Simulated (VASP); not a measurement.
# Si (R-3m) in VASP: notebook

The runs below take Si through single point, with PBE.

Everything below comes from runs of VASP 6.6.1. Logs are shortened: lines on timing, memory, paths and dates and some standing lists are left out, and cuts for length are marked.

### 1 The cell of the first run

It takes space group R-3m (No. 166, trigonal). The conventional cell has a = 3.818 Å, b = 3.818 Å, c = 9.353 Å, α = 90.00°, β = 90.00°, γ = 120.00°. Within 3.0 Å of Si (site symmetry 3m) lie 4 Si at 2.25 to 2.37 Å.

### 2 Single point, PBE

The input, INCAR:

```
SYSTEM = Si
PREC = Accurate ; ENCUT = 500
EDIFF = 1E-6 ; ISMEAR = -1
SIGMA = 0.05 ; LREAL = .FALSE.
LASPH = .TRUE. ; NELM = 120
ALGO = Normal ; ISIF = 2
LWAVE = .FALSE. ; LCHARG = .FALSE.
GGA = PE ; NBANDS = 11
GGA_COMPAT = .FALSE.
```

The input, KPOINTS:

```
Automatic mesh
0
G
  3 3 3
  0 0 0
```

The input, POSCAR:

```
Si
1.0
    0.0000000000      2.7000000000      2.7000000000
    2.7000000000      0.0000000000      2.7000000000
    2.7000000000      2.7000000000      0.0000000000
Si
2
Direct
    0.0000000000      0.0000000000      0.0000000000
    0.2405626122      0.2405626122      0.2405626122
```

Potentials or basis: VASP PAW PBE potentials, release 64 (Si).

Command:

```sh
$ cat potpaw_PBE.64/Si/POTCAR > POTCAR
$ mpirun -np 1 vasp_std > vasp.out
```

OUTCAR:

```text
SYSTEM = Si
   PREC = Accurate
   ENCUT = 500
   EDIFF = 1E-6
   ISMEAR = -1
   LREAL = .FALSE.
   LASPH = .TRUE.
   NELM = 120
   ISIF = 2
   GGA = PE

 ion  position               nearest neighbor table
   1  0.000  0.000  0.000-   2 2.25   2 2.37   2 2.37   2 2.37
   2  0.241  0.241  0.241-   1 2.25   1 2.37   1 2.37   1 2.37

  LATTYP: Found a face centered cubic cell.
 ALAT       =     5.4000000000

  Lattice vectors:

 A1 = (   0.0000000000,   2.7000000000,   2.7000000000)
 A2 = (   2.7000000000,   0.0000000000,   2.7000000000)
 A3 = (   2.7000000000,   2.7000000000,   0.0000000000)

Analysis of symmetry for initial positions (statically):
=====================================================================
 Subroutine PRICEL returns:
 Original cell was already a primitive cell.

 Routine SETGRP: Setting up the symmetry group for a
 face centered cubic supercell.

 Subroutine GETGRP returns: Found 12 space group operations
 (whereof  6 operations were pure point group operations)
 out of a pool of 48 trial point group operations.

The static configuration has the point symmetry C_3v.
 The point group associated with its full space group is D_3d.

Analysis of symmetry for dynamics (positions and initial velocities):
=====================================================================
 Subroutine PRICEL returns:
 Original cell was already a primitive cell.

 Routine SETGRP: Setting up the symmetry group for a
 face centered cubic supercell.

 Subroutine GETGRP returns: Found 12 space group operations
 (whereof  6 operations were pure point group operations)
 out of a pool of 48 trial point group operations.

The dynamic configuration has the point symmetry C_3v.
 The point group associated with its full space group is D_3d.

 Subroutine INISYM returns: Found 12 space group operations
 (whereof  6 operations are pure point group operations),
 and found     1 'primitive' translations

----------------------------------------------------------------------------------------

                                     Primitive cell

  volume of cell :      39.3660

  direct lattice vectors                    reciprocal lattice vectors
     0.000000000  2.700000000  2.700000000    -0.185185185  0.185185185  0.185185185
     2.700000000  0.000000000  2.700000000     0.185185185 -0.185185185  0.185185185
     2.700000000  2.700000000  0.000000000     0.185185185  0.185185185 -0.185185185

  length of vectors
     3.818376618  3.818376618  3.818376618     0.320750150  0.320750150  0.320750150

  position of ions in fractional coordinates (direct lattice)
     0.000000000  0.000000000  0.000000000
     0.240562612  0.240562612  0.240562612

  ion indices of the primitive-cell ions
   primitive index   ion index
                 1           1
                 2           2

----------------------------------------------------------------------------------------

 KPOINTS: Automatic mesh

Automatic generation of k-mesh.
 Grid dimensions read from file:
 generate k-points for:    3    3    3

 Generating k-lattice:

  Cartesian coordinates                     Fractional coordinates (reciprocal lattice)
    -0.061728395  0.061728395  0.061728395     0.333333333  0.000000000  0.000000000
     0.061728395 -0.061728395  0.061728395     0.000000000  0.333333333  0.000000000
     0.061728395  0.061728395 -0.061728395     0.000000000  0.000000000  0.333333333

  Length of vectors
     0.106916717  0.106916717  0.106916717

  Shift w.r.t. Gamma in fractional coordinates (k-lattice)
     0.000000000  0.000000000  0.000000000

 Subroutine IBZKPT returns following result:
 ===========================================

 Found      6 irreducible k-points:

 Following reciprocal coordinates:
            Coordinates               Weight
  0.000000  0.000000  0.000000      1.000000
  0.333333  0.000000  0.000000      6.000000
  0.333333  0.333333  0.333333      2.000000
  0.333333  0.333333  0.000000      6.000000
 -0.333333  0.333333  0.000000      6.000000
  0.333333  0.333333 -0.333333      6.000000
   k-points           NKPTS =      6   k-points in BZ     NKDIM =      6   number of bands    NBANDS=     11
   number of dos      NEDOS =    301   number of ions     NIONS =      2
   total plane-waves  NPLWV =  21952
   dimension x,y,z NGX =    28 NGY =   28 NGZ =   28
   dimension x,y,z NGXF=    56 NGYF=   56 NGZF=   56
   ions per type =               2
   NGX,Y,Z   is equivalent  to a cutoff of  12.19, 12.19, 12.19 a.u.
   NGXF,Y,Z  is equivalent  to a cutoff of  24.38, 24.38, 24.38 a.u.
 SYSTEM =  Si
   PREC   = accura    normal or accurate (medium, high low for compatibility)
   ISTART =      0    job   : 0-new  1-cont  2-samecut
   ICHARG =      2    charge: 1-file 2-atom 10-const
   ISPIN  =      1    spin polarized calculation?
   LNONCOLLINEAR =      F non collinear calculations
   LSORBIT =      F    spin-orbit coupling
   LASPH  =      T    aspherical Exc in radial PAW
   ENCUT  =  500.0 eV  36.75 Ry    6.06 a.u.   6.96  6.96  6.96*2*pi/ulx,y,z
   NELM   =    120;   NELMIN=  2; NELMDL= -5     # of ELM steps
   EDIFF  = 0.1E-05   stopping-criterion for ELM
   LREAL  =      F    real-space projection
   EDIFFG = 0.1E-04   stopping-criterion for IOM
   NSW    =      0    number of steps for IOM
   IBRION =     -1    ionic relax: 0-MD 1-quasi-New 2-CG
   NFREE  =      0    steps in history (QN), initial steepest desc. (CG)
   ISIF   =      2    stress and relaxation
   ISYM   =      2    0-nonsym 1-usesym 2-fastsym
   POTIM  = 0.5000    time-step for ionic-motion
   TEBEG  =    0.0;   TEEND  =   0.0 temperature during run
   PSTRESS=    0.0 pullay stress
   NELECT =       8.0000    total number of electrons
   NUPDOWN=      -1.0000    fix difference up-down
   EMIN   =  10.00;   EMAX   =-10.00  energy-range for DOS
   EFERMI =   0.00;   METHOD = LEGACY
   ISMEAR =    -1;   SIGMA  =   0.05  broadening in eV -4-tet -1-fermi 0-gaus
   EFERMI_NEDOS =   21; number of points for ismear=-14 and -15
   IALGO  =     38    algorithm
   IMIX   =      4    mixing-type and parameters
     AMIX     =   0.40;   BMIX     =  1.00
     AMIX_MAG =   1.60;   BMIX_MAG =  1.00
  volume/ion in A,a.u.               =      19.68       132.83
  Fermi-wavevector in a.u.,A,eV,Ry     =   0.962493  1.818849 12.604348  0.926393
  Thomas-Fermi vector in A             =   2.091957
   LORBIT       =      0    0 simple, 1 ext, 2 COOP (PROOUT), +10 PAW based schemes
   GGA     = PE    functional components
   LHFCALC =     F    Hartree Fock is set to
   AEXX    =    0.0000 exact exchange contribution
   IVDW    =     0    specifies the selected vdW correction
   LEPSILON=     F    determine dielectric tensor
   LRPA    =     F    only Hartree local field effects (RPA)
 non-spin polarized calculation
  energy-cutoff  :      500.00
  volume of cell :       39.37
 maximum number of plane-waves:      1018
   NGX = 13   NGY = 13   NGZ = 13

 number of electron       8.0000000 magnetization

 Free energy of the ion-electron system (eV)
  ---------------------------------------------------
  ext. energy  EPLUGINS =         0.00000000
  ---------------------------------------------------
  free energy    TOTEN  =       -10.14185290 eV

  energy without entropy =      -10.13922732  energy(sigma->0) =      -10.14054011

 E-fermi :   6.5230     XC(G=0):  -9.4121

 val. band max:        6.3594435329   @ k =   0.0000   0.0000   0.0000
 cond. band min:       6.7427315715   @ k =   0.3333   0.3333   0.0000
 fundamental gap:      0.3832880386
 Fermi energy:         6.5229973497

 k-point     1 :       0.0000    0.0000    0.0000
  band No.  band energies     occupation
      1      -6.0001      2.00000
      2       5.6206      2.00000
      3       6.3594      1.92685
      4       6.3594      1.92685
      5       8.4641      0.00000
      6       8.4641      0.00000
      7       8.9311      0.00000
      8       9.6736      0.00000
      9      13.7922      0.00000
     10      13.7922      0.00000
     11      14.1084      0.00000

 k-point     2 :       0.3333    0.0000    0.0000
  band No.  band energies     occupation
      1      -4.6194      2.00000
      2       0.7836      2.00000
      3       4.7975      2.00000
      4       5.3166      2.00000
      5       7.8625      0.00000
      6       9.2085      0.00000
      7       9.8294      0.00000
      8      13.8832      0.00000
      9      14.1232      0.00000
     10      14.2598      0.00000
     11      15.3883      0.00000

 k-point     3 :       0.3333    0.3333    0.3333
  band No.  band energies     occupation
      1      -4.5458      2.00000
      2       0.4412      2.00000
      3       5.1756      2.00000
      4       5.1756      2.00000
      5       8.0227      0.00000
      6       9.7124      0.00000
      7       9.7124      0.00000
      8      13.8334      0.00000
      9      13.8334      0.00000
     10      14.0724      0.00000
     11      15.1701      0.00000

 k-point     4 :       0.3333    0.3333    0.0000
  band No.  band energies     occupation
      1      -4.0688      2.00000
      2       1.0586      2.00000
      3       3.5598      2.00000
      4       3.7177      2.00000
      5       6.7427      0.02438
      6       8.0280      0.00000
      7      13.4092      0.00000
      8      13.4299      0.00000
      9      15.9520      0.00000
     10      16.1371      0.00000
     11      19.3061      0.00000

 k-point     5 :      -0.3333    0.3333    0.0000
  band No.  band energies     occupation
      1      -2.7741      2.00000
      2      -0.5530      2.00000
      3       1.6035      2.00000
      4       3.8549      2.00000
      5       7.4567      0.00000
      6      12.0464      0.00000
      7      12.7535      0.00000
      8      12.9872      0.00000
      9      13.7031      0.00000
     10      13.8113      0.00000
     11      20.3776      0.00000

 k-point     6 :       0.3333    0.3333   -0.3333
  band No.  band energies     occupation
      1      -2.5912      2.00000
      2      -0.8859      2.00000
      3       1.5563      2.00000
      4       4.0470      2.00000
      5       7.7456      0.00000
      6      11.6944      0.00000
      7      12.4423      0.00000
      8      13.3729      0.00000
      9      13.6343      0.00000
     10      13.8309      0.00000
     11      20.6753      0.00000

------------------------ aborting loop because EDIFF is reached ----------------------------------------

  FORCE on cell =-STRESS in cart. coord.  units (eV):
  Direction    XX          YY          ZZ          XY          YZ          ZX
  --------------------------------------------------------------------------------------
  -------------------------------------------------------------------------------------
  Total        1.4971971      1.4971971      1.4971971      0.6027023      0.6027023      0.6027023
  in kB       60.9352062     60.9352062     60.9352062     24.5296928     24.5296928     24.5296928
  external PRESSURE =      60.9352062 kB  Pullay stress =       0.0000000 kB

 VOLUME and BASIS-vectors are now :
 -----------------------------------------------------------------------------
  energy-cutoff  :      500.00
  volume of cell :       39.37
      direct lattice vectors                 reciprocal lattice vectors
     0.000000000  2.700000000  2.700000000    -0.185185185  0.185185185  0.185185185
     2.700000000  0.000000000  2.700000000     0.185185185 -0.185185185  0.185185185
     2.700000000  2.700000000  0.000000000     0.185185185  0.185185185 -0.185185185

 POSITION                                       TOTAL-FORCE (eV/Angst)
 -----------------------------------------------------------------------------------
      0.00000      0.00000      0.00000        -0.876391     -0.876391     -0.876391
      1.29904      1.29904      1.29904         0.876391      0.876391      0.876391
 -----------------------------------------------------------------------------------
    total drift:                               -0.000000     -0.000000     -0.000000

  FREE ENERGIE OF THE ION-ELECTRON SYSTEM (eV)
  ---------------------------------------------------
  free  energy   TOTEN  =       -10.1418529044 eV

  energy  without entropy=      -10.1392273162  energy(sigma->0) =      -10.14054011
```

Run time: 5.6 s. Hardware: 1 thread of AMD EPYC 7R43 (Zen 3), shared host; peak memory 0.11 GiB.

What came out:

- Free energy: -10.1419 eV
- Pressure: 6.1 GPa
- Largest force: 1.518 eV/Å
- Band gap on the k mesh: 0.38 eV, indirect (least direct gap 2.10 eV)

Forces on the atoms (eV/Å):
```
Si  -0.876 -0.876 -0.876
Si   0.876  0.876  0.876
```

Stress tensor (GPa, compression positive):
```
6.09 2.45 2.45
2.45 6.09 2.45
2.45 2.45 6.09
```

Caveat: the k points lie up to 0.67 Å⁻¹ apart; forces of over 1 eV/Å act on the atoms, so gaps and moduli don't describe the material at rest.

### 3 Single point, PBE

The input, INCAR:

```
PREC = Accurate
ENCUT = 500
EDIFF = 1E-6
ISMEAR = -1
SIGMA = 0.05
LREAL = F
LASPH = T
NELM = 120
ALGO = Normal
ISIF = 2
LWAVE = F
LCHARG = F
GGA = PE
NBANDS = 11
GGA_COMPAT = F
```

The input, KPOINTS:

```
regular mesh
0
Gamma
  3 3 3
```

POSCAR is that of step 2.

Potentials or basis: VASP PAW PBE potentials, release 64 (Si).

Command:

```sh
$ cat potpaw_PBE.64/Si/POTCAR > POTCAR
$ mpirun -np 1 vasp_std > vasp.out
```

Wall time 6.6 s (1 thread of AMD EPYC 7R43 (Zen 3), shared host); peak memory 0.11 GiB.

The run converged. Its results:

```yaml
Free_energy: -10.1419 eV
Pressure: 6.1 GPa
Largest_force: 1.518 eV/Å
Band_gap_on_the_k_mesh: 0.38 eV, indirect (least direct gap 2.10 eV)
```

Forces in eV/Å, atoms in the order of the input:
```
Si  -0.876 -0.876 -0.876
Si   0.876  0.876  0.876
```

Stress tensor (GPa, compression positive):
```
6.09 2.45 2.45
2.45 6.09 2.45
2.45 2.45 6.09
```

Levels at points of the mesh, in eV from the valence-band top:
```tsv
k point	band 1	band 2	band 3	band 4	band 5	band 6	band 7	band 8	band 9
(0.00, 0.00, 0.00)	-12.36	-0.74	0.00	0.00	2.10	2.10	2.57	3.31	7.43
```

Caveat: the k points lie up to 0.67 Å⁻¹ apart; forces of over 1 eV/Å act on the atoms, so gaps and moduli don't describe the material at rest.
